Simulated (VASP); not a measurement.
# BaHfO3 (Pm-3m) in VASP: further runs

BaHfO3 is run at these levels: LDA; tasks: single point, relaxation of the atoms.

Program: VASP 6.6.1. These are calculated values, not measurements. Logs are shortened: lines on timing, memory, paths and dates and some standing lists are left out, and cuts for length are marked.

## Step 1: The cell of the first run

It takes space group Pm-3m (No. 221, cubic). Conventional cell: a = 4.177 Å, b = 4.177 Å, c = 4.177 Å, α = 90.00°, β = 90.00°, γ = 90.00°. Within 3.9 Å of Ba (site symmetry m-3m) lie 12 O at 2.95 Å and 8 Hf at 3.62 Å. Within 2.8 Å of Hf (site symmetry m-3m) lie 6 O at 2.09 Å. O (site symmetry 4/mmm) has 2 Hf at 2.09 Å within 2.8 Å.

## Step 2: Single point, LDA (strained cell)

Input file INCAR:

```
ALGO = Normal
EDIFF = 1E-6
ENCUT = 520
GGA = CA
ISIF = 2
ISMEAR = 0
LASPH = T
LCHARG = F
LREAL = F
LWAVE = F
NBANDS = 27
NELM = 80
PREC = Accurate
SIGMA = 0.02
```

Input file KPOINTS:

```
k-points
0
Gamma
  6 6 6
```

Input file POSCAR:

```
BaHfO3
1.0
    4.1773413763      0.0000000000      0.0000000000
    0.0000000000      4.1773413763      0.0000000000
    0.0000000000      0.0000000000      4.1773413763
Ba Hf O
1 1 3
Direct
    0.5000000000      0.5000000000      0.5000000000
    0.0000000000      0.0000000000      0.0000000000
    0.0000000000      0.5000000000      0.0000000000
    0.5000000000      0.0000000000      0.0000000000
    0.0000000000      0.0000000000      0.5000000000
```

Potentials or basis: VASP PAW LDA potentials, release 64 (Ba_sv, Hf_pv, O).

On the command line:

```sh
cat potpaw_LDA.64/Ba_sv/POTCAR potpaw_LDA.64/Hf_pv/POTCAR potpaw_LDA.64/O/POTCAR > POTCAR
mpirun -np 1 vasp_std > vasp.out
```

OUTCAR:

```text
EDIFF = 1E-6
   ENCUT = 520
   GGA = CA
   ISIF = 2
   ISMEAR = 0
   LASPH = T
   LREAL = F
   NELM = 80
   PREC = Accurate

 ion  position               nearest neighbor table
   1  0.500  0.500  0.500-   3 2.95   4 2.95   5 2.95   3 2.95   4 2.95   4 2.95   5 2.95   4 2.95
                             3 2.95   5 2.95   3 2.95   5 2.95   2 3.62   2 3.62   2 3.62   2 3.62
   2  0.000  0.000  0.000-   3 2.09   4 2.09   5 2.09   5 2.09   3 2.09   4 2.09   1 3.62   1 3.62
                             1 3.62   1 3.62   1 3.62   1 3.62   1 3.62   1 3.62
   3  0.000  0.500  0.000-   2 2.09   2 2.09   1 2.95   1 2.95   1 2.95   1 2.95
   4  0.500  0.000  0.000-   2 2.09   2 2.09   1 2.95   1 2.95   1 2.95   1 2.95
   5  0.000  0.000  0.500-   2 2.09   2 2.09   1 2.95   1 2.95   1 2.95   1 2.95

  LATTYP: Found a simple cubic cell.
 ALAT       =     4.1773413763

  Lattice vectors:

 A1 = (   4.1773413763,   0.0000000000,   0.0000000000)
 A2 = (   0.0000000000,   4.1773413763,   0.0000000000)
 A3 = (   0.0000000000,   0.0000000000,   4.1773413763)

Analysis of symmetry for initial positions (statically):
=====================================================================
 Subroutine PRICEL returns:
 Original cell was already a primitive cell.

 Routine SETGRP: Setting up the symmetry group for a
 simple cubic supercell.

 Subroutine GETGRP returns: Found 48 space group operations
 (whereof 48 operations were pure point group operations)
 out of a pool of 48 trial point group operations.

The static configuration has the point symmetry O_h .

Analysis of symmetry for dynamics (positions and initial velocities):
=====================================================================
 Subroutine PRICEL returns:
 Original cell was already a primitive cell.

 Routine SETGRP: Setting up the symmetry group for a
 simple cubic supercell.

 Subroutine GETGRP returns: Found 48 space group operations
 (whereof 48 operations were pure point group operations)
 out of a pool of 48 trial point group operations.

The dynamic configuration has the point symmetry O_h .

 Subroutine INISYM returns: Found 48 space group operations
 (whereof 48 operations are pure point group operations),
 and found     1 'primitive' translations

----------------------------------------------------------------------------------------

                                     Primitive cell

  volume of cell :      72.8954

  direct lattice vectors                    reciprocal lattice vectors
     4.177341376  0.000000000  0.000000000     0.239386708  0.000000000  0.000000000
     0.000000000  4.177341376  0.000000000     0.000000000  0.239386708  0.000000000
     0.000000000  0.000000000  4.177341376     0.000000000  0.000000000  0.239386708

  length of vectors
     4.177341376  4.177341376  4.177341376     0.239386708  0.239386708  0.239386708

  position of ions in fractional coordinates (direct lattice)
     0.500000000  0.500000000  0.500000000
     0.000000000  0.000000000  0.000000000
     0.000000000  0.500000000  0.000000000
     0.500000000  0.000000000  0.000000000
     0.000000000  0.000000000  0.500000000

  ion indices of the primitive-cell ions
   primitive index   ion index
                 1           1
                 2           2
                 3           3
                 4           4
                 5           5

----------------------------------------------------------------------------------------

 KPOINTS: k-points

Automatic generation of k-mesh.
 Grid dimensions read from file:
 generate k-points for:    6    6    6

 Generating k-lattice:

  Cartesian coordinates                     Fractional coordinates (reciprocal lattice)
     0.039897785  0.000000000  0.000000000     0.166666667  0.000000000  0.000000000
     0.000000000  0.039897785  0.000000000     0.000000000  0.166666667  0.000000000
     0.000000000  0.000000000  0.039897785     0.000000000  0.000000000  0.166666667

  Length of vectors
     0.039897785  0.039897785  0.039897785

  Shift w.r.t. Gamma in fractional coordinates (k-lattice)
     0.000000000  0.000000000  0.000000000

 Subroutine IBZKPT returns following result:
 ===========================================

 Found     20 irreducible k-points:

 Following reciprocal coordinates:
            Coordinates               Weight
  0.000000  0.000000  0.000000      1.000000
  0.166667  0.000000  0.000000      6.000000
  0.333333  0.000000  0.000000      6.000000
  0.500000  0.000000  0.000000      3.000000
  0.166667  0.166667  0.000000     12.000000
  0.333333  0.166667  0.000000     24.000000
[... 12 lines left out ...]
  0.500000  0.500000  0.333333      6.000000
  0.500000  0.500000  0.500000      1.000000
   k-points           NKPTS =     20   k-points in BZ     NKDIM =     20   number of bands    NBANDS=     27
   number of dos      NEDOS =    301   number of ions     NIONS =      5
   total plane-waves  NPLWV =  32768
   dimension x,y,z NGX =    32 NGY =   32 NGZ =   32
   dimension x,y,z NGXF=    64 NGYF=   64 NGZF=   64
   ions per type =               1   1   3
   NGX,Y,Z   is equivalent  to a cutoff of  12.74, 12.74, 12.74 a.u.
   NGXF,Y,Z  is equivalent  to a cutoff of  25.47, 25.47, 25.47 a.u.
 SYSTEM =  unknown system
   PREC   = accura    normal or accurate (medium, high low for compatibility)
   ISTART =      0    job   : 0-new  1-cont  2-samecut
   ICHARG =      2    charge: 1-file 2-atom 10-const
   ISPIN  =      1    spin polarized calculation?
   LNONCOLLINEAR =      F non collinear calculations
   LSORBIT =      F    spin-orbit coupling
   LASPH  =      T    aspherical Exc in radial PAW
   ENCUT  =  520.0 eV  38.22 Ry    6.18 a.u.   7.77  7.77  7.77*2*pi/ulx,y,z
   NELM   =     80;   NELMIN=  2; NELMDL= -5     # of ELM steps
   EDIFF  = 0.1E-05   stopping-criterion for ELM
   LREAL  =      F    real-space projection
   EDIFFG = 0.1E-04   stopping-criterion for IOM
   NSW    =      0    number of steps for IOM
   IBRION =     -1    ionic relax: 0-MD 1-quasi-New 2-CG
   NFREE  =      0    steps in history (QN), initial steepest desc. (CG)
   ISIF   =      2    stress and relaxation
   ISYM   =      2    0-nonsym 1-usesym 2-fastsym
   POTIM  = 0.5000    time-step for ionic-motion
   TEBEG  =    0.0;   TEEND  =   0.0 temperature during run
   PSTRESS=    0.0 pullay stress
   NELECT =      38.0000    total number of electrons
   NUPDOWN=      -1.0000    fix difference up-down
   EMIN   =  10.00;   EMAX   =-10.00  energy-range for DOS
   EFERMI =   0.00;   METHOD = LEGACY
   ISMEAR =     0;   SIGMA  =   0.02  broadening in eV -4-tet -1-fermi 0-gaus
   EFERMI_NEDOS =   21; number of points for ismear=-14 and -15
   IALGO  =     38    algorithm
   IMIX   =      4    mixing-type and parameters
     AMIX     =   0.40;   BMIX     =  1.00
     AMIX_MAG =   1.60;   BMIX_MAG =  1.00
  volume/ion in A,a.u.               =      14.58        98.38
  Fermi-wavevector in a.u.,A,eV,Ry     =   1.317557  2.489822 23.619120  1.735956
  Thomas-Fermi vector in A             =   2.447590
   LORBIT       =      0    0 simple, 1 ext, 2 COOP (PROOUT), +10 PAW based schemes
   GGA     = CA    functional components
   LHFCALC =     F    Hartree Fock is set to
   AEXX    =    0.0000 exact exchange contribution
   IVDW    =     0    specifies the selected vdW correction
   LEPSILON=     F    determine dielectric tensor
   LRPA    =     F    only Hartree local field effects (RPA)
 non-spin polarized calculation
 Gauss-broadening in eV      SIGMA  =   0.02
  energy-cutoff  :      520.00
  volume of cell :       72.90
 maximum number of plane-waves:      1984
 NGX is ok and might be reduce to    32
   NGX = 15   NGY = 15   NGZ = 15

 number of electron      38.0000005 magnetization

 Free energy of the ion-electron system (eV)
  ---------------------------------------------------
  ext. energy  EPLUGINS =         0.00000000
  ---------------------------------------------------
  free energy    TOTEN  =       -47.59533732 eV

  energy without entropy =      -47.59533732  energy(sigma->0) =      -47.59533732

 E-fermi :   2.3423     XC(G=0): -11.2789

 val. band max:        2.1466821984   @ k =   0.5000   0.5000   0.5000
 cond. band min:       5.5499341155   @ k =   0.0000   0.0000   0.0000
 fundamental gap:      3.4032519171
 Fermi energy:         2.3422592925

 k-point     1 :       0.0000    0.0000    0.0000
  band No.  band energies     occupation
      1     -26.4626      2.00000
      2     -26.4626      2.00000
      3     -26.4626      2.00000
      4     -22.9331      2.00000
      5     -14.2199      2.00000
      6     -13.6551      2.00000
[... 19 lines left out ...]
     26      10.5870      0.00000
     27      10.5887      0.00000

 k-point     2 :       0.1667    0.0000    0.0000
  band No.  band energies     occupation
      1     -26.4962      2.00000
      2     -26.4615      2.00000
      3     -26.4615      2.00000
      4     -22.9139      2.00000
      5     -14.2067      2.00000
      6     -13.6485      2.00000
[... 19 lines left out ...]
     26      10.5586      0.00000
     27      10.5904      0.00000

 k-point     3 :       0.3333    0.0000    0.0000
  band No.  band energies     occupation
      1     -26.5620      2.00000
      2     -26.4593      2.00000
      3     -26.4593      2.00000
      4     -22.8758      2.00000
      5     -14.2809      2.00000
      6     -13.6350      2.00000
[... 19 lines left out ...]
     26       9.8520      0.00000
     27      10.5816      0.00000

 k-point     4 :       0.5000    0.0000    0.0000
  band No.  band energies     occupation
      1     -26.5942      2.00000
      2     -26.4583      2.00000
      3     -26.4583      2.00000
      4     -22.8567      2.00000
      5     -14.3369      2.00000
      6     -13.6281      2.00000
[... 19 lines left out ...]
     26      10.5819      0.00000
     27      10.7327      0.00000
[... 396 lines left out ...]
      4     -22.8054      2.00000
      5     -13.3244      2.00000
      6     -13.1121      2.00000
[... 19 lines left out ...]
     26      10.4936      0.00000
     27      11.1815      0.00000

 k-point    19 :       0.5000    0.5000    0.3333
  band No.  band energies     occupation
      1     -26.5796      2.00000
      2     -26.5796      2.00000
      3     -26.5478      2.00000
      4     -22.7960      2.00000
      5     -13.1868      2.00000
      6     -12.9589      2.00000
[... 19 lines left out ...]
     26      10.7516      0.00000
     27      11.5427      0.00000

 k-point    20 :       0.5000    0.5000    0.5000
  band No.  band energies     occupation
      1     -26.5782      2.00000
      2     -26.5782      2.00000
      3     -26.5782      2.00000
      4     -22.7859      2.00000
      5     -12.9230      2.00000
      6     -12.9230      2.00000
[... 19 lines left out ...]
     26      11.4151      0.00000
     27      11.4151      0.00000

------------------------ aborting loop because EDIFF is reached ----------------------------------------

  FORCE on cell =-STRESS in cart. coord.  units (eV):
  Direction    XX          YY          ZZ          XY          YZ          ZX
  --------------------------------------------------------------------------------------
  -------------------------------------------------------------------------------------
  Total       -3.0894599     -3.0894599     -3.0894599     -0.0000000      0.0000000     -0.0000000
  in kB      -67.9036694    -67.9036694    -67.9036694     -0.0000000      0.0000000     -0.0000000
  external PRESSURE =     -67.9036694 kB  Pullay stress =       0.0000000 kB

 VOLUME and BASIS-vectors are now :
 -----------------------------------------------------------------------------
  energy-cutoff  :      520.00
  volume of cell :       72.90
      direct lattice vectors                 reciprocal lattice vectors
     4.177341376  0.000000000  0.000000000     0.239386708  0.000000000  0.000000000
     0.000000000  4.177341376  0.000000000     0.000000000  0.239386708  0.000000000
     0.000000000  0.000000000  4.177341376     0.000000000  0.000000000  0.239386708

 POSITION                                       TOTAL-FORCE (eV/Angst)
 -----------------------------------------------------------------------------------
      2.08867      2.08867      2.08867         0.000000      0.000000      0.000000
      0.00000      0.00000      0.00000         0.000000      0.000000      0.000000
      0.00000      2.08867      0.00000         0.000000      0.000000      0.000000
      2.08867      0.00000      0.00000         0.000000      0.000000      0.000000
      0.00000      0.00000      2.08867         0.000000      0.000000      0.000000
 -----------------------------------------------------------------------------------
    total drift:                                0.000000      0.000000     -0.000000

  FREE ENERGIE OF THE ION-ELECTRON SYSTEM (eV)
  ---------------------------------------------------
  free  energy   TOTEN  =       -47.5953373179 eV

  energy  without entropy=      -47.5953373179  energy(sigma->0) =      -47.59533732
```

It took 35 s on 1 thread of Intel Xeon Platinum 8488C (Sapphire Rapids), shared host; peak memory 0.17 GiB.

Results:

```yaml
Free_energy: -47.5953 eV
Pressure: -6.8 GPa
Band_gap_on_the_k_mesh: 3.40 eV (least direct gap 3.62 eV)
```

Caveat: the cell differs from its parent crystal (strained cell); the cell stands under tension; spin-orbit coupling is left out, which moves the levels of the heavy elements. A k mesh can miss the band edges.

## Step 3: Relaxation of the atoms, LDA (strained cell)

Input file INCAR:

```
ALGO = Normal ; EDIFF = 1E-6
EDIFFG = -0.002 ; ENCUT = 520
IBRION = 2 ; ISIF = 2
ISMEAR = 0 ; LASPH = True
LCHARG = False ; LREAL = False
LWAVE = False ; NELM = 100
NSW = 60 ; PREC = Accurate
SIGMA = 0.02
```

KPOINTS is that of step 2.

POSCAR is that of step 2.

Potentials or basis: VASP PAW LDA potentials, release 64 (Ba_sv, Hf_pv, O).

On the command line:

```sh
cat potpaw_LDA.64/Ba_sv/POTCAR potpaw_LDA.64/Hf_pv/POTCAR potpaw_LDA.64/O/POTCAR > POTCAR
mpirun -np 1 vasp_std > vasp.out
```

Run time: 46 s. Hardware: 1 thread of Intel Xeon Platinum 8488C (Sapphire Rapids), shared host; peak memory 0.17 GiB.

Results (log left out):

* Free energy: -47.5953 eV
* Pressure after relaxing: -6.8 GPa
* Band gap on the k mesh: 3.40 eV (least direct gap 3.62 eV)

Final structure:
```yaml
crystal:
  lattice:
    - [4.17734, 0.00000, 0.00000]
    - [0.00000, 4.17734, 0.00000]
    - [0.00000, 0.00000, 4.17734]
  atoms:
    - { symbol: Ba, position: [0.50000, 0.50000, 0.50000] }
    - { symbol: Hf, position: [0.00000, 0.00000, 0.00000] }
    - { symbol: O, position: [0.00000, 0.50000, 0.00000] }
    - { symbol: O, position: [0.50000, 0.00000, 0.00000] }
    - { symbol: O, position: [0.00000, 0.00000, 0.50000] }
```

Levels at points of the mesh, in eV from the valence-band top:
```tsv
k point	band 17	band 18	band 19	band 20	band 21	band 22
(0.00, 0.00, 0.00)	-0.21	-0.21	-0.21	3.40	3.40	3.40
(0.50, 0.00, 0.00)	-1.73	-0.53	-0.53	3.96	6.21	6.21
(0.50, 0.50, 0.00)	-0.93	-0.93	-0.08	6.12	6.12	6.55
(0.50, 0.50, 0.50)	0.00	0.00	0.00	5.96	5.96	5.96
```

Caveat: the cell differs from its parent crystal (strained cell); the relaxation stopped at its first step, so nothing moved; spin-orbit coupling is left out, which moves the levels of the heavy elements. A k mesh can miss the band edges.
